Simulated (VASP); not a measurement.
# Tl12H (a cell with a defect) in VASP: notebook

Tl12H (a cell with a defect) is run at these levels: PBE; tasks: single point.

Program: VASP 6.6.1. These are calculated values, not measurements. Logs are shortened: lines on timing, memory, paths and dates and some standing lists are left out, and cuts for length are marked.

## 1. The cell of the first run

The cell holds a defect, 13 atoms: a = 6.920 Å, b = 10.380 Å, c = 5.533 Å, α = 90.00°, β = 90.00°, γ = 120.00°.

## 2. Single point, PBE

File INCAR:

```
  PREC = Accurate
  ENCUT = 520
  EDIFF = 1E-7
  ISMEAR = -1
  SIGMA = 0.1
  LREAL = False
  LASPH = True
  NELM = 100
  ALGO = Normal
  ISIF = 2
  LWAVE = False
  LCHARG = False
  GGA = PE
  NBANDS = 90
```

File KPOINTS:

```
Automatic mesh
0
Gamma
  2 2 3
```

File POSCAR:

```
Tl12H
1.0
    6.9200000000      0.0000000000      0.0000000000
   -5.1900000000      8.9893440000      0.0000000000
    0.0000000000      0.0000000000      5.5325400000
Tl H
12 1
Direct
   -0.0664490844     -0.0442635191     -0.0790595278
    0.1521447992      0.2122624298      0.5439816070
    0.0334616092      0.3617060377     -0.0297331786
    0.1576569126      0.5732342649      0.5023190072
    0.0078626799      0.6936434961     -0.0612738453
    0.1265515495      0.8999878078      0.4087092005
    0.4767976109      0.0122812076     -0.0671843312
    0.6464928220      0.2222409110      0.5352152899
    0.5607425247      0.3595256784     -0.0022232103
    0.6301376588      0.5124956838      0.4152523073
    0.4860875796      0.6518161948      0.0327155339
    0.6595405003      0.8776724976      0.4529022836
   -0.1865162275      0.1252037969      0.3557498003
```

Potentials or basis: VASP PAW PBE potentials, release 64 (Tl_d, H).

On the command line:

```bash
$ cat potpaw_PBE.64/Tl_d/POTCAR potpaw_PBE.64/H/POTCAR > POTCAR
$ mpirun -np 1 vasp_std > vasp.out
```

OUTCAR:

```text
PREC = Accurate
   ENCUT = 520
   EDIFF = 1E-7
   ISMEAR = -1
   LREAL = False
   LASPH = True
   NELM = 100
   ISIF = 2
   GGA = PE

 ion  position               nearest neighbor table
   1  0.934  0.956  0.921-   5 3.01  12 3.07   2 3.11  11 3.19   6 3.19   6 3.30  12 3.37   7 3.49
                             7 3.50   3 3.92
   2  0.152  0.212  0.544-  13 2.30   1 3.11   3 3.15   6 3.24  10 3.29   8 3.37  12 3.48   9 3.51
                             8 3.55   4 3.74   3 3.80   9 3.89
   3  0.033  0.362  0.970-  11 3.09   2 3.15   4 3.22   9 3.26   8 3.34   4 3.51   5 3.54   9 3.66
                             7 3.75   2 3.80   8 3.89   1 3.92
   4  0.158  0.573  0.502-   5 3.12   3 3.22  11 3.28  12 3.34  10 3.41   3 3.51   6 3.54  11 3.55
                             8 3.60  10 3.66   5 3.70   2 3.74
   5  0.008  0.694  0.939-   1 3.01   4 3.12   6 3.20   7 3.28   9 3.31  11 3.45   6 3.48  10 3.52
                             3 3.54  11 3.58   4 3.70  10 3.72
   6  0.127  0.900  0.409-  12 3.13   1 3.19   5 3.20   2 3.24   1 3.30   7 3.37   5 3.48   4 3.54
                             8 3.55   7 3.58  10 3.76  12 3.82
   7  0.477  0.012  0.933-   8 2.90   5 3.28   6 3.37   9 3.37   1 3.49   1 3.50  12 3.52   6 3.58
                            12 3.69   3 3.75  11 3.81   8 3.83
   8  0.646  0.222  0.535-  13 2.12   7 2.90   9 3.13  10 3.14   3 3.34   2 3.37   9 3.47   6 3.55
                             2 3.55   4 3.60  12 3.65   7 3.83   3 3.89
   9  0.561  0.360  0.998-  10 2.71   8 3.13   3 3.26   5 3.31  11 3.33   7 3.37   8 3.47   2 3.51
                            10 3.52   3 3.66   2 3.89
  10  0.630  0.512  0.415-   9 2.71  11 3.00   8 3.14   2 3.29   4 3.41   9 3.52   5 3.52   4 3.66
                            12 3.70   5 3.72   6 3.76  11 4.02
  11  0.486  0.652  0.033-  10 3.00  12 3.09   3 3.09   1 3.19   4 3.28   9 3.33   5 3.45   4 3.55
                             5 3.58  12 3.80   7 3.81  10 4.02
  12  0.660  0.878  0.453-  13 2.30   1 3.07  11 3.09   6 3.13   4 3.34   1 3.37   2 3.48   7 3.52
                             8 3.65   7 3.69  10 3.70  11 3.80   6 3.82
  13  0.813  0.125  0.356-   8 2.12   2 2.30  12 2.30

  LATTYP: Found a simple monoclinic cell.
 ALAT       =     6.9200000000
 B/A-ratio  =     0.7995000000
 C/A-ratio  =     1.3228756993
 COS(beta)  =    -0.1889822302

  Lattice vectors:

 A1 = (   6.9200000000,   0.0000000000,   0.0000000000)
 A2 = (   0.0000000000,   0.0000000000,   5.5325400000)
 A3 = (  -1.7300000000,  -8.9893440000,   0.0000000000)

Analysis of symmetry for initial positions (statically):
=====================================================================
 Subroutine PRICEL returns:
 Original cell was already a primitive cell.

 Routine SETGRP: Setting up the symmetry group for a
 simple monoclinic supercell.

 Subroutine GETGRP returns: Found  1 space group operations
 (whereof  1 operations were pure point group operations)
 out of a pool of  4 trial point group operations.

The static configuration has the point symmetry C_1 .

Analysis of symmetry for dynamics (positions and initial velocities):
=====================================================================
 Subroutine PRICEL returns:
 Original cell was already a primitive cell.

 Routine SETGRP: Setting up the symmetry group for a
 simple monoclinic supercell.

 Subroutine GETGRP returns: Found  1 space group operations
 (whereof  1 operations were pure point group operations)
 out of a pool of  4 trial point group operations.

The dynamic configuration has the point symmetry C_1 .

 Subroutine INISYM returns: Found  1 space group operations
 (whereof  1 operations are pure point group operations),
 and found     1 'primitive' translations

----------------------------------------------------------------------------------------

                                     Primitive cell

  volume of cell :     344.1586

  direct lattice vectors                    reciprocal lattice vectors
     6.920000000  0.000000000  0.000000000     0.144508671  0.083432117  0.000000000
    -5.190000000  8.989344000  0.000000000     0.000000000  0.111242823  0.000000000
     0.000000000  0.000000000  5.532540000     0.000000000  0.000000000  0.180748806

  length of vectors
     6.920000000 10.380000267  5.532540000     0.166864238  0.111242823  0.180748806

  position of ions in fractional coordinates (direct lattice)
     0.933550916  0.955736481  0.920940472
     0.152144799  0.212262430  0.543981607
     0.033461609  0.361706038  0.970266821
[... 41 lines left out ...]

  Length of vectors
     0.083432119  0.055621411  0.060249602

  Shift w.r.t. Gamma in fractional coordinates (k-lattice)
     0.000000000  0.000000000  0.000000000

 Subroutine IBZKPT returns following result:
 ===========================================

 Found      8 irreducible k-points:

 Following reciprocal coordinates:
            Coordinates               Weight
  0.000000  0.000000  0.000000      1.000000
  0.500000 -0.000000  0.000000      1.000000
  0.000000  0.500000  0.000000      1.000000
  0.500000  0.500000  0.000000      1.000000
  0.000000  0.000000  0.333333      2.000000
  0.500000 -0.000000  0.333333      2.000000
  0.000000  0.500000  0.333333      2.000000
  0.500000  0.500000  0.333333      2.000000
   k-points           NKPTS =      8   k-points in BZ     NKDIM =      8   number of bands    NBANDS=     90
   number of dos      NEDOS =    301   number of ions     NIONS =     13
   total plane-waves  NPLWV = 181440
   dimension x,y,z NGX =    54 NGY =   80 NGZ =   42
   dimension x,y,z NGXF=   108 NGYF=  160 NGZF=   84
   ions per type =              12   1
   NGX,Y,Z   is equivalent  to a cutoff of  12.97, 12.81, 12.62 a.u.
   NGXF,Y,Z  is equivalent  to a cutoff of  25.95, 25.63, 25.24 a.u.
 SYSTEM =  unknown system
   PREC   = accura    normal or accurate (medium, high low for compatibility)
   ISTART =      0    job   : 0-new  1-cont  2-samecut
   ICHARG =      2    charge: 1-file 2-atom 10-const
   ISPIN  =      1    spin polarized calculation?
   LNONCOLLINEAR =      F non collinear calculations
   LSORBIT =      F    spin-orbit coupling
   LASPH  =      T    aspherical Exc in radial PAW
   ENCUT  =  520.0 eV  38.22 Ry    6.18 a.u.  12.87 19.30 10.29*2*pi/ulx,y,z
   NELM   =    100;   NELMIN=  2; NELMDL= -5     # of ELM steps
   EDIFF  = 0.1E-06   stopping-criterion for ELM
   LREAL  =      F    real-space projection
   EDIFFG = 0.1E-05   stopping-criterion for IOM
   NSW    =      0    number of steps for IOM
   IBRION =     -1    ionic relax: 0-MD 1-quasi-New 2-CG
   NFREE  =      0    steps in history (QN), initial steepest desc. (CG)
   ISIF   =      2    stress and relaxation
   ISYM   =      2    0-nonsym 1-usesym 2-fastsym
   POTIM  = 0.5000    time-step for ionic-motion
   TEBEG  =    0.0;   TEEND  =   0.0 temperature during run
   PSTRESS=    0.0 pullay stress
   NELECT =     157.0000    total number of electrons
   NUPDOWN=      -1.0000    fix difference up-down
   EMIN   =  10.00;   EMAX   =-10.00  energy-range for DOS
   EFERMI =   0.00;   METHOD = LEGACY
   ISMEAR =    -1;   SIGMA  =   0.10  broadening in eV -4-tet -1-fermi 0-gaus
   EFERMI_NEDOS =   21; number of points for ismear=-14 and -15
   IALGO  =     38    algorithm
   IMIX   =      4    mixing-type and parameters
     AMIX     =   0.40;   BMIX     =  1.00
     AMIX_MAG =   1.60;   BMIX_MAG =  1.00
  volume/ion in A,a.u.               =      26.47       178.65
  Fermi-wavevector in a.u.,A,eV,Ry     =   1.260246  2.381519 21.609028  1.588219
  Thomas-Fermi vector in A             =   2.393765
   LORBIT       =      0    0 simple, 1 ext, 2 COOP (PROOUT), +10 PAW based schemes
   GGA     = PE    functional components
   LHFCALC =     F    Hartree Fock is set to
   AEXX    =    0.0000 exact exchange contribution
   IVDW    =     0    specifies the selected vdW correction
   LEPSILON=     F    determine dielectric tensor
   LRPA    =     F    only Hartree local field effects (RPA)
 non-spin polarized calculation
  energy-cutoff  :      520.00
  volume of cell :      344.16
 maximum number of plane-waves:      9300
 NGX is ok and might be reduce to    54
   NGX = 25   NGY = 39   NGZ = 21

 number of electron     157.0000008 magnetization

 Free energy of the ion-electron system (eV)
  ---------------------------------------------------
  ext. energy  EPLUGINS =         0.00000000
  ---------------------------------------------------
  free energy    TOTEN  =       -27.01272615 eV

  energy without entropy =      -26.82430147  energy(sigma->0) =      -26.91851381

 E-fermi :   6.7010     XC(G=0): -10.1758

 val. band max:        6.6538216578   @ k =   0.0000   0.0000   0.3333
 cond. band min:       6.7829621583   @ k =   0.5000   0.5000   0.0000
 fundamental gap:      0.1291405005
 Fermi energy:         6.7010305971

 k-point     1 :       0.0000    0.0000    0.0000
  band No.  band energies     occupation
      1      -5.9449      2.00000
      2      -5.6404      2.00000
      3      -5.5385      2.00000
      4      -5.5021      2.00000
      5      -5.4789      2.00000
      6      -5.4471      2.00000
[... 733 lines left out ...]
     89       9.7100      0.00000
     90       9.9966      0.00000

------------------------ aborting loop because EDIFF is reached ----------------------------------------

  FORCE on cell =-STRESS in cart. coord.  units (eV):
  Direction    XX          YY          ZZ          XY          YZ          ZX
  --------------------------------------------------------------------------------------
  -------------------------------------------------------------------------------------
  Total       11.3863503     17.3772366     13.6533661     -0.9454161      1.7402439     -0.3787539
  in kB       53.0073955     80.8970416     63.5611373     -4.4012386      8.1014369     -1.7632302
  external PRESSURE =      65.8218581 kB  Pullay stress =       0.0000000 kB

 VOLUME and BASIS-vectors are now :
 -----------------------------------------------------------------------------
  energy-cutoff  :      520.00
  volume of cell :      344.16
      direct lattice vectors                 reciprocal lattice vectors
     6.920000000  0.000000000  0.000000000     0.144508671  0.083432117  0.000000000
    -5.190000000  8.989344000  0.000000000     0.000000000  0.111242823  0.000000000
     0.000000000  0.000000000  5.532540000     0.000000000  0.000000000  0.180748806

 POSITION                                       TOTAL-FORCE (eV/Angst)
 -----------------------------------------------------------------------------------
      1.49990      8.59144      5.09514        -0.272101      0.860278      0.329786
     -0.04880      1.90810      3.00960        -0.007759      0.228041     -0.392001
     -1.64570      3.25150      5.36804        -0.026249     -0.454179      0.442076
     -1.88410      5.15300      2.77910         0.074873     -0.044119     -0.323670
     -3.54560      6.23540      5.19354         0.174847     -0.578489      0.020071
     -3.79520      8.09030      2.26120         0.714454     -0.077337      0.169164
      3.23570      0.11040      5.16084         0.124165     -0.381864      0.648558
      3.32030      1.99780      2.96110         0.402531      0.051774     -1.030178
      2.01440      3.23190      5.52024        -0.229256     -1.202262     -1.236223
      1.70070      4.60700      2.29740         0.026343      1.039612      2.134203
     -0.01920      5.85940      0.18100        -0.442986      0.446600     -0.826692
      0.00890      7.88970      2.50570        -0.557902      0.154171      0.006405
      4.97950      1.12550      1.96820         0.019039     -0.042227      0.058499
 -----------------------------------------------------------------------------------
    total drift:                               -0.000210     -0.000037      0.000051

  FREE ENERGIE OF THE ION-ELECTRON SYSTEM (eV)
  ---------------------------------------------------
  free  energy   TOTEN  =       -27.0127261481 eV

  energy  without entropy=      -26.8243014658  energy(sigma->0) =      -26.91851381
```

It took 9.4 min on 1 thread of Intel Xeon 8259CL, shared host; peak memory 0.53 GiB.

Results:

| Quantity | Value |
| --- | --- |
| Free energy | -27.0127 eV |
| Pressure | 6.6 GPa |
| Largest force | 2.374 eV/Å |
| Band gap on the k mesh | zero (an odd number of electrons rules out a gap without spin polarisation) |

Forces in eV/Å, atoms in the order of the input:
```
Tl  -0.272  0.860  0.330
Tl  -0.008  0.228 -0.392
Tl  -0.026 -0.454  0.442
Tl   0.075 -0.044 -0.324
Tl   0.175 -0.578  0.020
Tl   0.714 -0.077  0.169
Tl   0.124 -0.382  0.649
Tl   0.403  0.052 -1.030
Tl  -0.229 -1.202 -1.236
Tl   0.026  1.040  2.134
Tl  -0.443  0.447 -0.827
Tl  -0.558  0.154  0.006
H    0.019 -0.042  0.058
```

Stress tensor (GPa, compression positive):
```
 5.30 -0.44 -0.18
-0.44  8.09  0.81
-0.18  0.81  6.36
```

Caveat: the k points lie up to 0.46 Å⁻¹ apart, too coarse for converged energies and pressures of a metal; the atoms stand as in a frame of molecular dynamics; spin-orbit coupling is left out, which moves the levels of the heavy elements.

## 3. Single point, PBE

File INCAR:

```
PREC = Accurate
ENCUT = 520
EDIFF = 1E-6
ISMEAR = -1
SIGMA = 0.1
LREAL = F
LASPH = T
NELM = 80
ALGO = Normal
ISIF = 2
LWAVE = F
LCHARG = T
GGA = PE
LELF = T
LVHAR = T
NBANDS = 90
```

File KPOINTS:

```
regular mesh
0
Gamma
  2 2 3
```

File POSCAR:

```
Tl12H
1.0
    6.9200000000      0.0000000000      0.0000000000
   -5.1900000000      8.9893440000      0.0000000000
    0.0000000000      0.0000000000      5.5325400000
Tl H
12 1
Direct
   -0.0985179545     -0.0445749990     -0.1338083412
    0.1417207514      0.2183251637      0.5431863123
    0.0445311970      0.3560993995     -0.0345049471
    0.0765629002      0.5528545798      0.4676694610
   -0.0152657089      0.6599925423     -0.0468139408
    0.1451769859      0.9088872336      0.3164188601
    0.5074888706      0.0310256232     -0.0922361158
    0.5882504628      0.1885343358      0.4508598221
    0.5521303069      0.3383895421     -0.0385537204
    0.5933862404      0.5303724054      0.5021924830
    0.4455277161      0.6404916755     -0.0020243866
    0.6655407886      0.8864050591      0.4084742270
   -0.1634753055      0.0873701129      0.2769975454
```

Potentials or basis: VASP PAW PBE potentials, release 64 (Tl_d, H).

On the command line:

```bash
$ cat potpaw_PBE.64/Tl_d/POTCAR potpaw_PBE.64/H/POTCAR > POTCAR
$ mpirun -np 1 vasp_std > vasp.out
```

Wall time 6.6 min (1 thread of AMD EPYC 7R43 (Zen 3), shared host); peak memory 0.48 GiB.

The run converged. Its results:

```
Free energy            : -26.9073 eV
Pressure               : 6.7 GPa
Largest force          : 1.182 eV/Å
Band gap on the k mesh : zero (an odd number of electrons rules out a gap without spin polarisation)
```

Forces in eV/Å, atoms in the order of the input:
```
Tl   0.693 -0.213  0.711
Tl   0.053  0.218 -0.928
Tl  -0.464 -0.953  0.502
Tl   0.358 -0.050 -0.138
Tl  -0.269  0.329 -0.175
Tl   0.117 -0.257  0.586
Tl  -0.092 -0.839  0.175
Tl   0.409  0.689 -0.513
Tl  -0.429  0.124  0.532
Tl  -0.058  0.361 -0.424
Tl   0.413  0.973  0.013
Tl  -0.738 -0.886 -0.258
H    0.006  0.506 -0.082
```

Stress tensor (GPa, compression positive):
```
 5.50  0.67  0.45
 0.67  8.29 -0.21
 0.45 -0.21  6.26
```

Levels at points of the mesh, in eV from the Fermi level:
```tsv
k point	band 75	band 76	band 77	band 78	band 79	band 80	band 81	band 82	band 83	band 84
(0.00, 0.00, 0.00)	-1.19	-1.09	-0.75	-0.53	-0.47	-0.06	0.20	0.42	0.65	0.90
(0.50, 0.00, 0.00)	-1.42	-1.13	-1.02	-0.78	0.30	0.40	0.78	0.87	1.20	1.34
(0.00, 0.50, 0.00)	-1.87	-0.94	-0.63	-0.31	-0.14	0.24	0.73	0.85	0.98	1.30
(0.50, 0.50, 0.00)	-1.18	-1.13	-0.56	-0.33	-0.14	0.12	0.23	0.31	0.90	1.13
```

Caveat: the k points lie up to 0.46 Å⁻¹ apart, too coarse for converged energies and pressures of a metal; the atoms stand as in a frame of molecular dynamics; spin-orbit coupling is left out, which moves the levels of the heavy elements.

## 4. Single point, PBE

File INCAR:

```
SYSTEM = Tl12H
PREC = Accurate ; ENCUT = 520
EDIFF = 1E-6 ; ISMEAR = -1
SIGMA = 0.1 ; LREAL = .FALSE.
LASPH = .TRUE. ; NELM = 80
ALGO = Normal ; ISIF = 2
LWAVE = .FALSE. ; LCHARG = .FALSE.
GGA = PE ; NBANDS = 90
```

File KPOINTS:

```
regular mesh
0
G
  2 2 3
  0 0 0
```

File POSCAR:

```
Tl12H
1.0
    6.9200000000      0.0000000000      0.0000000000
   -5.1900000000      8.9893440000      0.0000000000
    0.0000000000      0.0000000000      5.5325400000
Tl H
12 1
Direct
   -0.0711156824     -0.0744548212     -0.1737357525
    0.1283921537      0.2225190181      0.5435839596
    0.0258506513      0.3400359359     -0.0036511259
    0.0276763509      0.5301387954      0.4436298698
   -0.0691257894      0.6098554021     -0.0781196340
    0.1401098480      0.8690289303      0.2947470782
    0.5068510494      0.0074198963     -0.1289642732
    0.6429426236      0.2097038449      0.4251031172
    0.4931639310      0.3200567249      0.0128331652
    0.5406791134      0.5216954652      0.5518261052
    0.4541737997      0.6665669931      0.0025666330
    0.6145606029      0.8998765650      0.4213254671
   -0.1355341817      0.1060700314     -0.1392669551
```

On the command line:

```bash
$ cat potpaw_PBE.64/Tl_d/POTCAR potpaw_PBE.64/H/POTCAR > POTCAR
$ mpirun -np 1 vasp_std > vasp.out
```

Run time: 5 min. Hardware: 1 thread of AMD EPYC 7R43 (Zen 3), shared host; peak memory 0.48 GiB.

Results (log left out):

```
Free energy            : -26.8730 eV
Pressure               : 6.9 GPa
Largest force          : 1.139 eV/Å
Band gap on the k mesh : zero (an odd number of electrons rules out a gap without spin polarisation)
```

Forces on the atoms (eV/Å):
```
Tl   0.611 -0.101  0.232
Tl   0.281 -0.577 -0.941
Tl   0.002 -0.238  0.217
Tl   0.519  0.380  0.065
Tl  -0.093  0.617  0.211
Tl  -0.407  0.336  0.511
Tl  -0.611 -0.019  0.705
Tl  -0.223 -0.106  0.281
Tl  -0.443 -0.348 -0.149
Tl   0.055  0.590 -0.830
Tl  -0.127  0.086  0.183
Tl   0.493 -0.579 -0.703
H   -0.057 -0.039  0.218
```

Stress tensor (GPa, compression positive):
```
 5.91 -0.06 -0.08
-0.06  8.12  0.30
-0.08  0.30  6.76
```

Levels at points of the mesh, in eV from the Fermi level:
```csv
k point,band 77,band 78,band 79,band 80,band 81,band 82
"(0.00, 0.00, 0.00)",-0.68,-0.43,-0.35,-0.22,0.01,0.53
"(0.50, 0.00, 0.00)",-1.17,-0.53,0.12,0.52,0.54,0.86
"(0.00, 0.50, 0.00)",-0.80,-0.34,-0.07,0.17,0.47,0.66
"(0.50, 0.50, 0.00)",-0.63,-0.46,-0.02,0.14,0.38,0.56
```

Caveat: the k points lie up to 0.46 Å⁻¹ apart, too coarse for converged energies and pressures of a metal; the atoms stand as in a frame of molecular dynamics; spin-orbit coupling is left out, which moves the levels of the heavy elements.

## 5. The runs side by side

```csv
cell,gap on the mesh (eV),pressure (GPa),largest force (eV/Å)
"as given, atomic positions A",none,6.6,2.37
"as given, atomic positions B",none,6.7,1.18
"as given, atomic positions C",none,6.9,1.14
```

Alike in all rows: task single point; level PBE; potentials or basis VASP PAW PBE potentials, release 64 (Tl_d, H); no spin polarisation; k mesh 2 × 2 × 3; cutoff (eV) 520; smearing fermi-dirac 0.1 eV.

Caveats: all runs use coarse meshes; the atoms stand as in a frame of molecular dynamics; spin-orbit coupling is left out, which moves the levels of the heavy elements.

Absolute energies hang on the potentials; compare differences alone.

The gap in the log of VASP goes by the Fermi energy; the results here count the filled bands.